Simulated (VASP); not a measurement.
# Al12NO in VASP: a series of runs, part 2 of 2

VASP 6.6.1. Earlier steps stand in the parts before.

### Step 4. Single point, PBE, collinear spin, ferromagnetic start

File INCAR:

```
ALGO     = Fast           # electronic algorithm
DIPOL    = 0.5 0.5 0.295
EDIFF    = 1E-6           # SCF threshold, eV
ENCUT    = 520            # plane-wave cutoff, eV
GGA      = PE             # functional
IDIPOL   = 3            
ISIF     = 2              # what is computed and relaxed
ISMEAR   = 0              # smearing method
ISPIN    = 2              # spin polarisation
LASPH    = T              # aspherical terms in the spheres
LCHARG   = F              # write CHGCAR
LDIPOL   = T            
LORBIT   = 11             # projections on sites
LREAL    = F              # projectors in reciprocal space
LWAVE    = F              # write WAVECAR
MAGMOM   = 0 0 0 0 0 0 0 0 0 0 0 0 1 0 # initial moments
NBANDS   = 40             # bands
NELM     = 150            # most SCF steps
PREC     = Accurate       # precision mode
SIGMA    = 0.1            # smearing width, eV
```

File KPOINTS:

```
k-points
0
Gamma
  5 5 1
```

File POSCAR:

```
Al12NO
1.0
    5.7143028096      0.0000000000      0.0000000000
    0.0000000000      5.7143028096      0.0000000000
    0.0000000000      0.0000000000     22.1750227966
Al N O
12 1 1
Direct
    0.2500000000      0.2500000000      0.1803831291
    0.2500000000      0.7500000000      0.1803831291
    0.7500000000      0.2500000000      0.1803831291
    0.7500000000      0.7500000000      0.1803831291
    0.0000000000      0.0000000000      0.2744094953
    0.0000000000      0.5000000000      0.2744094953
    0.5000000000      0.0000000000      0.2744094953
    0.5000000000      0.5000000000      0.2744094953
    0.2500000000      0.2500000000      0.3686590481
    0.2500000000      0.7500000000      0.3686590481
    0.7500000000      0.2500000000      0.3686590481
    0.7500000000      0.7500000000      0.3686590481
    0.2322508010      0.5000000000      0.4191663243
    0.7677491990      0.5000000000      0.4191663243
```

Potentials or basis: VASP PAW PBE potentials, release 64 (Al, N, O).

Started as:

```
$ cat potpaw_PBE.64/Al/POTCAR potpaw_PBE.64/N/POTCAR potpaw_PBE.64/O/POTCAR > POTCAR
$ mpirun -np 1 vasp_std > vasp.out
```

OUTCAR:

```text
EDIFF = 1E-6
   ENCUT = 520
   GGA = PE
   ISIF = 2
   ISMEAR = 0
   ISPIN = 2
   LASPH = T
   LORBIT = 11
   LREAL = F
   NELM = 150
   PREC = Accurate

 ion  position               nearest neighbor table
   1  0.250  0.250  0.180-   2 2.86   3 2.86   2 2.86   3 2.86   7 2.90   8 2.90   5 2.90   6 2.90

   2  0.250  0.750  0.180-   1 2.86   4 2.86   1 2.86   4 2.86   7 2.90   8 2.90   5 2.90   6 2.90

   3  0.750  0.250  0.180-   1 2.86   4 2.86   4 2.86   1 2.86   7 2.90   8 2.90   5 2.90   6 2.90
[... 4 lines left out ...]
                            11 2.91  12 2.91   9 2.91  10 2.91
   6  0.000  0.500  0.274-   5 2.86   8 2.86   5 2.86   8 2.86   1 2.90   2 2.90   3 2.90   4 2.90
                            11 2.91  12 2.91   9 2.91  10 2.91
   7  0.500  0.000  0.274-   5 2.86   8 2.86   8 2.86   5 2.86   1 2.90   2 2.90   3 2.90   4 2.90
                            11 2.91  12 2.91   9 2.91  10 2.91
   8  0.500  0.500  0.274-   6 2.86   7 2.86   7 2.86   6 2.86   1 2.90   2 2.90   3 2.90   4 2.90
                            11 2.91  12 2.91   9 2.91  10 2.91
   9  0.250  0.250  0.369-  13 1.82  11 2.86  10 2.86  10 2.86  11 2.86   6 2.91   7 2.91   8 2.91
                             5 2.91
  10  0.250  0.750  0.369-  13 1.82  12 2.86   9 2.86   9 2.86  12 2.86   6 2.91   7 2.91   8 2.91
                             5 2.91
  11  0.750  0.250  0.369-  14 1.82  12 2.86   9 2.86  12 2.86   9 2.86   6 2.91   7 2.91   8 2.91
                             5 2.91
  12  0.750  0.750  0.369-  14 1.82  11 2.86  10 2.86  11 2.86  10 2.86   6 2.91   7 2.91   8 2.91
                             5 2.91
  13  0.232  0.500  0.419-   9 1.82  10 1.82
  14  0.768  0.500  0.419-  11 1.82  12 1.82

[... 940 lines left out ...]
      1.42858      4.28573      8.17502         0.079559      0.216926      0.252260
      4.28573      1.42858      8.17502        -0.003886      0.578863      0.929310
      4.28573      4.28573      8.17502        -0.003886     -0.578863      0.929310
      1.32715      2.85715      9.29502         0.276663      0.000000     -0.674588
      4.38715      2.85715      9.29502        -0.438638      0.000000     -1.521044
 -----------------------------------------------------------------------------------
    total drift:                                0.000011      0.000000     -0.000598

  FREE ENERGIE OF THE ION-ELECTRON SYSTEM (eV)
  ---------------------------------------------------
  free  energy   TOTEN  =       -56.5669934007 eV

  energy  without entropy=      -56.5345456668  energy(sigma->0) =      -56.55076953

 vacuum level on the upper side and lower side of the slab         4.691         2.946

 total charge

# of ion       s       p       d       tot
------------------------------------------
    1        0.471   0.285   0.000   0.756
    2        0.471   0.285   0.000   0.756
    3        0.465   0.291   0.000   0.756
    4        0.465   0.291   0.000   0.756
    5        0.432   0.319   0.000   0.751
    6        0.434   0.333   0.000   0.767
    7        0.435   0.317   0.000   0.752
    8        0.433   0.333   0.000   0.767
    9        0.425   0.364   0.000   0.789
   10        0.425   0.364   0.000   0.789
   11        0.416   0.331   0.000   0.748
   12        0.416   0.331   0.000   0.748
   13        1.305   2.301   0.000   3.606
   14        1.582   3.403   0.000   4.985
--------------------------------------------------
tot          8.177   9.550   0.000  17.726

 magnetization (x)

# of ion       s       p       d       tot
------------------------------------------
    1       -0.002  -0.000   0.000  -0.002
    2       -0.002  -0.000   0.000  -0.002
    3        0.000  -0.002   0.000  -0.001
    4        0.000  -0.002   0.000  -0.001
    5       -0.000  -0.001   0.000  -0.001
    6        0.001  -0.000   0.000   0.001
    7       -0.000  -0.002   0.000  -0.002
    8        0.001   0.000   0.000   0.001
    9       -0.002  -0.002   0.000  -0.004
   10       -0.002  -0.002   0.000  -0.004
   11        0.000  -0.001   0.000  -0.001
   12        0.000  -0.001   0.000  -0.001
   13        0.006   0.213   0.000   0.219
   14        0.001   0.082   0.000   0.083
--------------------------------------------------
tot          0.002   0.281   0.000   0.284
```

OSZICAR:

```text
N       E                     dE             d eps       ncg     rms          rms(c)
DAV:   1     0.235236949131E+03    0.23524E+03   -0.14225E+04  1440   0.831E+02
DAV:   2    -0.142903173641E+02   -0.24953E+03   -0.23237E+03  2048   0.162E+02
DAV:   3    -0.625083963432E+02   -0.48218E+02   -0.45747E+02  2120   0.637E+01
[... 26 lines left out ...]
RMM:  30    -0.565669853183E+02   -0.94553E-05   -0.11949E-06  1314   0.283E-03    0.759E-04
RMM:  31    -0.565669887295E+02   -0.34112E-05   -0.47106E-07  1117   0.175E-03    0.682E-04
RMM:  32    -0.565669908494E+02   -0.21199E-05   -0.23279E-07   977   0.136E-03    0.480E-04
RMM:  33    -0.565669928601E+02   -0.20107E-05   -0.32098E-07  1058   0.136E-03    0.408E-04
RMM:  34    -0.565669934007E+02   -0.54057E-06   -0.87327E-08   754   0.926E-04
   1 F= -.56566993E+02 E0= -.56550770E+02  d E =-.324477E-01  mag=     0.3241
```

stdout:

```text
POSCAR found type information on POSCAR AlN O
 POSCAR found :  3 types and      14 ions
 scaLAPACK will be used
 LDA part: xc-table for (Slater+PW92), standard interpolation
 POSCAR, INCAR and KPOINTS ok, starting setup
 FFT: planning ... GRIDC
 FFT: planning ... GRID_SOFT
 FFT: planning ... GRID
 WAVECAR not read
 entering main loop
```

It took 26 min on 1 thread of Oxide Virtual Turin-like, shared host; peak memory 1 GiB.

Results:

| Item | Value |
| --- | --- |
| Free energy | -56.5670 eV |
| Largest force | 1.583 eV/Å |
| Net moment | 0.32 μB per cell |
| Site moments | Al -0.00, +0.00 (each value once); N +0.22; O +0.08 μB |
| Valence electrons inside the program's atomic spheres | Al 0.76, 0.75, 0.77, 0.79 (each value once); N 3.61; O 4.99 |

Forces on the atoms (eV/Å):
```
Al   0.016 -0.045  0.055
Al   0.016  0.045  0.055
Al  -0.016  0.061 -0.022
Al  -0.016 -0.061 -0.022
Al  -0.013  0.000  0.177
Al  -0.147  0.000 -0.284
Al   0.009  0.000  0.126
Al   0.162  0.000 -0.254
Al   0.080 -0.217  0.252
Al   0.080  0.217  0.252
Al  -0.004  0.579  0.929
Al  -0.004 -0.579  0.929
N    0.277  0.000 -0.675
O   -0.439  0.000 -1.521
```

### Step 5. Single point, PBE, collinear spin, ferromagnetic start

File INCAR:

```
SYSTEM = Al12NO
PREC = Accurate
ENCUT = 520
EDIFF = 1E-6
ISMEAR = 0
SIGMA = 0.1
LREAL = .FALSE.
LASPH = .TRUE.
NELM = 150
ALGO = Normal
ISIF = 2
LWAVE = .FALSE.
LCHARG = .FALSE.
ISPIN = 2
MAGMOM = 0 0 0 0 0 0 0 0 0 0 0 0 1 0
LORBIT = 11
LDIPOL = .TRUE.
IDIPOL = 3
DIPOL = 0.5 0.5 0.295
GGA = PE
NBANDS = 40
```

File KPOINTS:

```
regular mesh
0
G
  5 5 1
  0 0 0
```

POSCAR, as its differences from that of step 4:

```diff
@@ -20,3 +20,3 @@
     0.7500000000      0.7500000000      0.3686590481
-    0.2322508010      0.5000000000      0.4191663243
-    0.7677491990      0.5000000000      0.4191663243
+    0.3333129987      0.5000000000      0.4191663243
+    0.6666870013      0.5000000000      0.4191663243
```

Started as:

```
$ cat potpaw_PBE.64/Al/POTCAR potpaw_PBE.64/N/POTCAR potpaw_PBE.64/O/POTCAR > POTCAR
$ mpirun -np 1 vasp_std > vasp.out
```

Run time: 33 min. Hardware: 1 thread of Oxide Virtual Turin-like, shared host; peak memory 1 GiB.

It converged, with:

```yaml
Free_energy: -56.0311 eV
Largest_force: 0.985 eV/Å
Net_moment: 0.00 μB per cell
Valence_electrons_inside_the_program's_atomic_spheres: Al 0.76, 0.75, 0.77, 0.74 (each value once); N 3.56; O 4.93
```

Forces on the atoms (eV/Å):
```
Al   0.001 -0.018  0.048
Al   0.001  0.018  0.048
Al  -0.003  0.065  0.048
Al  -0.003 -0.065  0.048
Al  -0.025  0.000 -0.036
Al  -0.138  0.000 -0.096
Al   0.033  0.000  0.187
Al   0.131  0.000 -0.320
Al  -0.308 -0.285  0.199
Al  -0.308  0.285  0.199
Al   0.136  0.112  0.482
Al   0.136 -0.112  0.482
N   -0.134  0.000 -0.428
O    0.481  0.000 -0.860
```

Levels at points of the mesh, in eV from the Fermi level:
Spin up:
| k point | band 20 | band 21 | band 22 | band 23 | band 24 | band 25 | band 26 | band 27 | band 28 | band 29 |
| --- | --- | --- | --- | --- | --- | --- | --- | --- | --- | --- |
| (0.00, 0.00, 0.00) | -1.27 | -1.09 | -0.53 | -0.39 | -0.31 | -0.14 | 0.27 | 0.46 | 0.76 | 1.26 |
Spin down:
| k point | band 22 | band 23 | band 24 | band 25 | band 26 | band 27 |
| --- | --- | --- | --- | --- | --- | --- |
| (0.00, 0.00, 0.00) | -0.53 | -0.39 | -0.31 | -0.14 | 0.27 | 0.46 |

### Step 6. Single point, PBE, collinear spin, ferromagnetic start

File INCAR:

```
SYSTEM = Al12NO
  PREC = Accurate
  ENCUT = 520
  EDIFF = 1E-7
  ISMEAR = 0
  SIGMA = 0.1
  LREAL = .False.
  LASPH = .True.
  NELM = 150
  ALGO = Normal
  ISIF = 2
  LWAVE = .False.
  LCHARG = .False.
  ISPIN = 2
  MAGMOM = 0 0 0 0 0 0 0 0 0 0 0 0 1 0
  LORBIT = 11
  LDIPOL = .True.
  IDIPOL = 3
  DIPOL = 0.5 0.5 0.305
  GGA = PE
  NBANDS = 40
```

File KPOINTS:

```
regular mesh
0
Gamma
  5 5 1
  0 0 0
```

POSCAR, as its differences from that of step 5:

```diff
@@ -20,3 +20,3 @@
     0.7500000000      0.7500000000      0.3686590481
-    0.3333129987      0.5000000000      0.4191663243
-    0.6666870013      0.5000000000      0.4191663243
+    0.4072502775      0.5000000000      0.4859080821
+    0.5927497225      0.5000000000      0.4859080821
```

Potentials or basis: VASP PAW PBE potentials, release 64 (Al, N, O).

Started as:

```
$ cat potpaw_PBE.64/Al/POTCAR potpaw_PBE.64/N/POTCAR potpaw_PBE.64/O/POTCAR > POTCAR
$ mpirun -np 1 vasp_std > vasp.out
```

Wall time 32 min (1 thread of Oxide Virtual Turin-like, shared host); peak memory 1 GiB.

Results (log left out):

- Free energy: -52.8713 eV
- Largest force: 16.167 eV/Å
- Net moment: 0.19 μB per cell
- Site moments: Al +0.00, -0.00 (each value once); N +0.07; O +0.05 μB
- Valence electrons inside the program's atomic spheres: Al 0.76; N 3.85; O 5.26

Forces in eV/Å, atoms in the order of the input:
```
Al   -0.021  -0.006   0.024
Al   -0.021   0.006   0.024
Al    0.016   0.008   0.007
Al    0.016  -0.008   0.007
Al    0.008   0.000   0.045
Al    0.039   0.000   0.050
Al   -0.002   0.000  -0.014
Al   -0.014   0.000   0.020
Al   -0.004  -0.005   0.036
Al   -0.004   0.005   0.036
Al    0.082  -0.116  -0.194
Al    0.082   0.116  -0.194
N   -16.164   0.000  -0.268
O    15.988   0.000   0.421
```

Levels at points of the mesh, in eV from the Fermi level:
Spin up:
```csv
k point,band 20,band 21,band 22,band 23,band 24,band 25,band 26,band 27,band 28,band 29
"(0.00, 0.00, 0.00)",-1.05,-0.88,-0.77,-0.41,-0.18,-0.09,-0.04,-0.03,0.26,0.36
```
Spin down:
```
           k point  band 21  band 22  band 23  band 24  band 25  band 26
(0.00, 0.00, 0.00)    -0.88    -0.77    -0.41    -0.11    -0.08    -0.04
```

Caveat: the standard files for N, O and F lose accuracy on very short bonds.

### Step 7. Summary

| cell | gap on the mesh (eV) | moment (μB) | largest force (eV/Å) |
| --- | --- | --- | --- |
| as given, atomic positions A | none | 0.00 | 3.73 |
| as given, atomic positions B | none | 0.00 | 0.52 |
| as given, atomic positions C | none | 0.32 | 1.58 |
| as given, atomic positions D | none | 0.00 | 0.99 |
| as given, atomic positions E | none | 0.19 | 16.17 |

Alike in all rows: task single point; level PBE; potentials or basis VASP PAW PBE potentials, release 64 (Al, N, O); spin collinear, ferromagnetic start; k mesh 5 × 5 × 1; cutoff (eV) 520; smearing gaussian 0.1 eV.

Caveats: the standard files for N, O and F lose accuracy on very short bonds (at least some runs).

Absolute energies hang on the potentials; compare differences alone.
